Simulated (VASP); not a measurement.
A run of VASP 6.6.1 is set up as follows.

Contents of INCAR:

```
SYSTEM = Ta4C3
PREC = Accurate ; ENCUT = 520
EDIFF = 1E-6 ; ISMEAR = 0
SIGMA = 0.15 ; LREAL = .False.
LASPH = .True. ; NELM = 100
ALGO = Normal ; ISIF = 2
LWAVE = .False. ; LCHARG = .False.
GGA = PS ; NBANDS = 69
```

The input KPOINTS:

```
Automatic mesh
0
Gamma
  9 9 5
  0 0 0
```

Contents of POSCAR:

```
Ta4C3
1.0
    0.0000000000     -4.4026022057      0.0000000000
    0.0000000000      0.0000000000     -4.4026022057
    9.5552044115      0.0000000000      0.0000000000
Ta C
8 6
Direct
    0.5000000000      0.5000000000      0.8063201506
    0.5000000000      0.5000000000      0.3455657788
    1.0000000000      0.5000000000      0.1151885929
    1.0000000000      0.5000000000      0.5759429647
    0.5000000000      1.0000000000      0.1151885929
    0.5000000000      1.0000000000      0.5759429647
    0.0000000000      0.0000000000      0.3455657788
    0.0000000000      0.0000000000      0.8063201506
    0.0000000000      1.0000000000      0.1151885929
    0.0000000000      1.0000000000      0.5759429647
    0.5000000000      1.0000000000      0.8063201506
    0.5000000000      1.0000000000      0.3455657788
    0.0000000000      0.5000000000      0.8063201506
    0.0000000000      0.5000000000      0.3455657788
```

Potentials or basis: VASP PAW PBE potentials, release 64 (Ta_pv, C).

Launch:

```bash
$ cat potpaw_PBE.64/Ta_pv/POTCAR potpaw_PBE.64/C/POTCAR > POTCAR
$ mpirun -np 1 vasp_std > vasp.out
```

Estimate the pressure.

-9.2 GPa.

What does it give for the band gap on the k mesh?

Zero (bands 56 and 57 overlap by 0.77 eV).

Forces on the atoms (eV/Å):
```
Ta   1.092  0.000  0.000
Ta  -0.431  0.000  0.000
Ta  -0.050  0.000  0.000
Ta  -0.437  0.000  0.000
Ta  -0.050  0.000  0.000
Ta  -0.437  0.000  0.000
Ta   0.459  0.000  0.000
Ta  -0.411  0.000  0.000
C   -1.726  0.000  0.000
C    0.876  0.000  0.000
C    1.324  0.000  0.000
C   -0.766  0.000  0.000
C    1.324  0.000  0.000
C   -0.766  0.000  0.000
```

Caveat: the cell differs from its parent crystal (the distance across one plane changed); the stress differs along the axes, from -16 to -6 GPa; the PAW data sets were made with another functional, which shifts forces and pressure a little; spin-orbit coupling is left out, which moves the levels of the heavy elements.
